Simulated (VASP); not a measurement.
A run of VASP 6.6.1 is set up as follows.

INCAR

```
SYSTEM = Sc
PREC = Accurate ; ENCUT = 520
EDIFF = 1E-6 ; ISMEAR = 0
SIGMA = 0.05 ; LREAL = .False.
LASPH = .True. ; NELM = 80
ALGO = Normal ; ISIF = 2
LWAVE = .False. ; LCHARG = .False.
GGA = CA ; NBANDS = 18
```

File KPOINTS:

```
Automatic mesh
0
Gamma
  9 9 5
  0 0 0
```

File POSCAR:

```
Sc
1.0
    3.2642783016      0.0000000000      0.0000000000
   -1.6321391508      2.8269479342      0.0000000000
    0.0000000000      0.0000000000      5.2020304526
Sc
2
Direct
    0.6666666667      0.3333333333      0.7500000000
    0.3333333333      0.6666666667      0.2500000000
```

Potentials or basis: VASP PAW LDA potentials, release 64 (Sc_sv).

Launch:

```console
$ cat potpaw_LDA.64/Sc_sv/POTCAR > POTCAR
$ mpirun -np 1 vasp_std > vasp.out
```

(1) What does it give for the pressure?

(2) Predict the band gap on the k mesh.

Answers

(1) -3.4 GPa.

(2) zero (band 11 reaches 4.29 eV, above the bottom of band 12 at 3.09 eV).
